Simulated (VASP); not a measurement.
# Na (Im-3m) in VASP: single point with r2SCAN

Aim: the single point of Na with r2SCAN.

Program: VASP 6.6.1. These are calculated values, not measurements. Logs are shortened: lines on timing, memory, paths and dates and some standing lists are left out, and cuts for length are marked.

### 1 The cell of the first run

Symmetry: Im-3m, No. 229, cubic system. Conventional cell: a = 4.221 Å, b = 4.221 Å, c = 4.221 Å, α = 90.00°, β = 90.00°, γ = 90.00°. Within 4.8 Å of Na (site symmetry m-3m) lie 14 Na at 3.66 to 4.22 Å.

### 2 Single point, r2SCAN

POSCAR reads:

```
Na
1.0
    4.2207123274      0.0000000000      0.0000000000
    0.0000000000      4.2207123274      0.0000000000
    0.0000000000      0.0000000000      4.2207123274
Na
2
Direct
    0.0000000000      0.0000000000      0.0000000000
    0.5000000000      0.5000000000      0.5000000000
```

INCAR.step1 reads:

```
SYSTEM = Na
ALGO = Normal
EDIFF = 1E-4
ENCUT = 520
GGA = PE
ISMEAR = -1
LASPH = .True.
LCHARG = .False.
LREAL = .False.
LWAVE = .True.
NBANDS = 14
NELM = 100
PREC = Accurate
SIGMA = 0.05
```

INCAR.step2 reads:

```
SYSTEM = Na
ALGO = Normal
EDIFF = 1E-7
ENCUT = 520
ISIF = 2
ISMEAR = -1
ISTART = 1
LASPH = .True.
LCHARG = .True.
LELF = .True.
LMIXTAU = .True.
LREAL = .False.
LVHAR = .True.
LWAVE = .False.
METAGGA = R2SCAN
NBANDS = 14
NELM = 100
PREC = Accurate
SIGMA = 0.05
```

KPOINTS reads:

```
k-points
0
Gamma
  10 10 10
  0 0 0
```

Potentials or basis: VASP PAW PBE potentials, release 64 (Na_pv).

On the command line:

```
> cat potpaw_PBE.64/Na_pv/POTCAR > POTCAR
> cp INCAR.step1 INCAR
> mpirun -np 1 vasp_std > vasp.out
> cp INCAR.step2 INCAR
> mpirun -np 1 vasp_std > vasp.out
```

OUTCAR:

```text
SYSTEM = Na
   EDIFF = 1E-7
   ENCUT = 520
   ISIF = 2
   ISMEAR = -1
   ISTART = 1
   LASPH = .True.
   LREAL = .False.
   METAGGA = R2SCAN
   NELM = 100
   PREC = Accurate

 ion  position               nearest neighbor table
   1  0.000  0.000  0.000-
   2  0.500  0.500  0.500-

  LATTYP: Found a simple cubic cell.
 ALAT       =     4.2207123274

  Lattice vectors:

 A1 = (   4.2207123274,   0.0000000000,   0.0000000000)
 A2 = (   0.0000000000,   4.2207123274,   0.0000000000)
 A3 = (   0.0000000000,   0.0000000000,   4.2207123274)

Analysis of symmetry for initial positions (statically):
=====================================================================
 Subroutine PRICEL returns following result:

  LATTYP: Found a body centered cubic cell.
 ALAT       =     4.2207123274

  Lattice vectors:

 A1 = (   2.1103561637,   2.1103561637,  -2.1103561637)
 A2 = (  -2.1103561637,   2.1103561637,   2.1103561637)
 A3 = (   2.1103561637,  -2.1103561637,   2.1103561637)

   2 primitive cells build up your supercell.

 Routine SETGRP: Setting up the symmetry group for a
 simple cubic supercell.

 Subroutine GETGRP returns: Found 48 space group operations
 (whereof 48 operations were pure point group operations)
 out of a pool of 48 trial point group operations.

The static configuration has the point symmetry O_h .

Analysis of symmetry for dynamics (positions and initial velocities):
=====================================================================
 Subroutine PRICEL returns following result:

  LATTYP: Found a body centered cubic cell.
 ALAT       =     4.2207123274

  Lattice vectors:

 A1 = (   2.1103561637,   2.1103561637,  -2.1103561637)
 A2 = (  -2.1103561637,   2.1103561637,   2.1103561637)
 A3 = (   2.1103561637,  -2.1103561637,   2.1103561637)

   2 primitive cells build up your supercell.

 Routine SETGRP: Setting up the symmetry group for a
 simple cubic supercell.

 Subroutine GETGRP returns: Found 48 space group operations
 (whereof 48 operations were pure point group operations)
 out of a pool of 48 trial point group operations.

The dynamic configuration has the point symmetry O_h .

 Subroutine INISYM returns: Found 48 space group operations
 (whereof 48 operations are pure point group operations),
 and found     2 'primitive' translations

----------------------------------------------------------------------------------------

                                     Primitive cell

  volume of cell :      37.5948

  direct lattice vectors                    reciprocal lattice vectors
     2.110356164  2.110356164 -2.110356164     0.236926832  0.236926832  0.000000000
    -2.110356164  2.110356164  2.110356164    -0.000000000  0.236926832  0.236926832
     2.110356164 -2.110356164  2.110356164     0.236926832  0.000000000  0.236926832

  length of vectors
     3.655244098  3.655244098  3.655244098     0.335065139  0.335065139  0.335065139

  position of ions in fractional coordinates (direct lattice)
     0.000000000  0.000000000  0.000000000

  ion indices of the primitive-cell ions
   primitive index   ion index
                 1           1

----------------------------------------------------------------------------------------

 KPOINTS: k-points

Automatic generation of k-mesh.
 Grid dimensions read from file:
 generate k-points for:   10   10   10

 Generating k-lattice:

  Cartesian coordinates                     Fractional coordinates (reciprocal lattice)
     0.023692683  0.000000000  0.000000000     0.100000000  0.000000000  0.000000000
     0.000000000  0.023692683  0.000000000     0.000000000  0.100000000  0.000000000
     0.000000000  0.000000000  0.023692683     0.000000000  0.000000000  0.100000000

  Length of vectors
     0.023692683  0.023692683  0.023692683

  Shift w.r.t. Gamma in fractional coordinates (k-lattice)
     0.000000000  0.000000000  0.000000000

 Subroutine IBZKPT returns following result:
 ===========================================

 Found     56 irreducible k-points:

 Following reciprocal coordinates:
            Coordinates               Weight
  0.000000  0.000000  0.000000      1.000000
  0.100000  0.000000  0.000000      6.000000
  0.200000  0.000000  0.000000      6.000000
  0.300000  0.000000  0.000000      6.000000
  0.400000  0.000000  0.000000      6.000000
  0.500000  0.000000  0.000000      3.000000
[... 16 lines left out ...]
  0.200000  0.100000  0.100000     24.000000
  0.300000  0.100000  0.100000     24.000000
 [... further k-points ...]
   k-points           NKPTS =     56   k-points in BZ     NKDIM =     56   number of bands    NBANDS=     14
   number of dos      NEDOS =    301   number of ions     NIONS =      2
   total plane-waves  NPLWV =  32768
   dimension x,y,z NGX =    32 NGY =   32 NGZ =   32
   dimension x,y,z NGXF=    64 NGYF=   64 NGZF=   64
   ions per type =               2
   NGX,Y,Z   is equivalent  to a cutoff of  12.60, 12.60, 12.60 a.u.
   NGXF,Y,Z  is equivalent  to a cutoff of  25.21, 25.21, 25.21 a.u.
 SYSTEM =  Na
   PREC   = accura    normal or accurate (medium, high low for compatibility)
   ISTART =      1    job   : 0-new  1-cont  2-samecut
   ICHARG =      0    charge: 1-file 2-atom 10-const
   ISPIN  =      1    spin polarized calculation?
   LNONCOLLINEAR =      F non collinear calculations
   LSORBIT =      F    spin-orbit coupling
   LASPH  =      T    aspherical Exc in radial PAW
   ENCUT  =  520.0 eV  38.22 Ry    6.18 a.u.   7.85  7.85  7.85*2*pi/ulx,y,z
   NELM   =    100;   NELMIN=  2; NELMDL=  0     # of ELM steps
   EDIFF  = 0.1E-06   stopping-criterion for ELM
   LREAL  =      F    real-space projection
   EDIFFG = 0.1E-05   stopping-criterion for IOM
   NSW    =      0    number of steps for IOM
   IBRION =     -1    ionic relax: 0-MD 1-quasi-New 2-CG
   NFREE  =      0    steps in history (QN), initial steepest desc. (CG)
   ISIF   =      2    stress and relaxation
   ISYM   =      2    0-nonsym 1-usesym 2-fastsym
   POTIM  = 0.5000    time-step for ionic-motion
   TEBEG  =    0.0;   TEEND  =   0.0 temperature during run
   PSTRESS=    0.0 pullay stress
   NELECT =      14.0000    total number of electrons
   NUPDOWN=      -1.0000    fix difference up-down
   EMIN   =  10.00;   EMAX   =-10.00  energy-range for DOS
   EFERMI =   0.00;   METHOD = LEGACY
   ISMEAR =    -1;   SIGMA  =   0.05  broadening in eV -4-tet -1-fermi 0-gaus
   EFERMI_NEDOS =   21; number of points for ismear=-14 and -15
   IALGO  =     38    algorithm
   IMIX   =      4    mixing-type and parameters
     AMIX     =   0.40;   BMIX     =  1.00
     AMIX_MAG =   1.60;   BMIX_MAG =  1.00
  volume/ion in A,a.u.               =      37.59       253.70
  Fermi-wavevector in a.u.,A,eV,Ry     =   0.934828  1.766569 11.890180  0.873904
  Thomas-Fermi vector in A             =   2.061673
   LORBIT       =      0    0 simple, 1 ext, 2 COOP (PROOUT), +10 PAW based schemes
   METAGGA = R2SCAN    functional components
   LHFCALC =     F    Hartree Fock is set to
   AEXX    =    0.0000 exact exchange contribution
   IVDW    =     0    specifies the selected vdW correction
   LEPSILON=     F    determine dielectric tensor
   LRPA    =     F    only Hartree local field effects (RPA)
 non-spin polarized calculation
  energy-cutoff  :      520.00
  volume of cell :       75.19
 maximum number of plane-waves:      2048
 NGX is ok and might be reduce to    32
   NGX = 15   NGY = 15   NGZ = 15

 number of electron      14.0000003 magnetization

 Free energy of the ion-electron system (eV)
  ---------------------------------------------------
  ext. energy  EPLUGINS =         0.00000000
  ---------------------------------------------------
  free energy    TOTEN  =        -7.11042276 eV

  energy without entropy =       -7.10364937  energy(sigma->0) =       -7.10703607

 E-fermi :   0.3190     XC(G=0):  -6.8777

 val. band max:        0.2812521359   @ k =   0.4000   0.1000   0.1000
 cond. band min:       0.4520674616   @ k =   0.4000   0.2000   0.0000
 fundamental gap:      0.1708153256
 Fermi energy:         0.3189891994

 k-point     1 :       0.0000    0.0000    0.0000
  band No.  band energies     occupation
      1     -25.7395      2.00000
      2     -25.7395      2.00000
      3     -25.7395      2.00000
      4     -25.7148      2.00000
      5     -25.7148      2.00000
      6     -25.7148      2.00000
      7      -3.1494      2.00000
      8       4.9869      0.00000
      9       4.9869      0.00000
     10       5.5608      0.00000
     11       5.5608      0.00000
     12       5.5608      0.00000
     13       9.1070      0.00000
     14      12.6381      0.00000

 k-point     2 :       0.1000    0.0000    0.0000
  band No.  band energies     occupation
      1     -25.7395      2.00000
      2     -25.7389      2.00000
      3     -25.7389      2.00000
      4     -25.7159      2.00000
      5     -25.7154      2.00000
      6     -25.7154      2.00000
      7      -3.0562      2.00000
      8       3.8473      0.00000
      9       5.0786      0.00000
     10       5.6384      0.00000
     11       5.6384      0.00000
     12       6.5561      0.00000
     13       9.4949      0.00000
     14      11.8105      0.00000

 k-point     3 :       0.2000    0.0000    0.0000
  band No.  band energies     occupation
      1     -25.7391      2.00000
      2     -25.7370      2.00000
      3     -25.7370      2.00000
      4     -25.7190      2.00000
      5     -25.7170      2.00000
      6     -25.7170      2.00000
      7      -2.7775      2.00000
      8       2.4938      0.00000
      9       5.3536      0.00000
     10       5.8713      0.00000
     11       5.8713      0.00000
     12       7.4762      0.00000
     13      10.5629      0.00000
     14      10.5629      0.00000
[... 324 lines left out ...]
 k-point    23 :       0.2000    0.1000    0.1000
  band No.  band energies     occupation
      1     -25.7410      2.00000
      2     -25.7379      2.00000
      3     -25.7322      2.00000
      4     -25.7241      2.00000
      5     -25.7171      2.00000
      6     -25.7156      2.00000
      7      -2.5925      2.00000
      8       2.6264      0.00000
      9       4.0576      0.00000
     10       5.0837      0.00000
     11       7.5166      0.00000
     12       8.4155      0.00000
     13       9.1576      0.00000
     14       9.7369      0.00000

 k-point    24 :       0.3000    0.1000    0.1000
  band No.  band energies     occupation
      1     -25.7412      2.00000
      2     -25.7349      2.00000
      3     -25.7289      2.00000
      4     -25.7289      2.00000
      5     -25.7198      2.00000
      6     -25.7170      2.00000
      7      -2.1328      2.00000
      8       1.3976      0.00000
      9       4.4843      0.00000
     10       5.4631      0.00000
     11       7.8913      0.00000
     12       7.9372      0.00000
     13       8.6526      0.00000
     14       9.2661      0.00000

 [... further k-points ...]

------------------------ aborting loop because EDIFF is reached ----------------------------------------

  FORCE on cell =-STRESS in cart. coord.  units (eV):
  Direction    XX          YY          ZZ          XY          YZ          ZX
  --------------------------------------------------------------------------------------
  -------------------------------------------------------------------------------------
  Total       -0.0310408     -0.0310408     -0.0310408      0.0000000      0.0000000     -0.0000000
  in kB       -0.6614325     -0.6614325     -0.6614325      0.0000000      0.0000000     -0.0000000
  external PRESSURE =      -0.6614325 kB  Pullay stress =       0.0000000 kB

 VOLUME and BASIS-vectors are now :
 -----------------------------------------------------------------------------
  energy-cutoff  :      520.00
  volume of cell :       75.19
      direct lattice vectors                 reciprocal lattice vectors
     4.220712327  0.000000000  0.000000000     0.236926832  0.000000000  0.000000000
     0.000000000  4.220712327  0.000000000     0.000000000  0.236926832  0.000000000
     0.000000000  0.000000000  4.220712327     0.000000000  0.000000000  0.236926832

 POSITION                                       TOTAL-FORCE (eV/Angst)
 -----------------------------------------------------------------------------------
      0.00000      0.00000      0.00000         0.000000     -0.000000      0.000000
      2.11036      2.11036      2.11036        -0.000000      0.000000     -0.000000
 -----------------------------------------------------------------------------------
    total drift:                                0.000000      0.000000     -0.000000

  FREE ENERGIE OF THE ION-ELECTRON SYSTEM (eV)
  ---------------------------------------------------
  free  energy   TOTEN  =        -7.1104227645 eV

  energy  without entropy=       -7.1036493730  energy(sigma->0) =       -7.10703607
```

It took 1.8 min on 1 thread of AMD EPYC 9R45 (Zen 5), shared host; peak memory 0.17 GiB.

What came out:

| Property | Result |
| --- | --- |
| Free energy | -7.1104 eV |
| Pressure | -0.1 GPa |
| Band gap on the k mesh | zero (band 7 reaches 3.13 eV, above the bottom of band 8 at -0.87 eV) |

Caveat: the PAW data sets were made with another functional, which shifts forces and pressure a little.
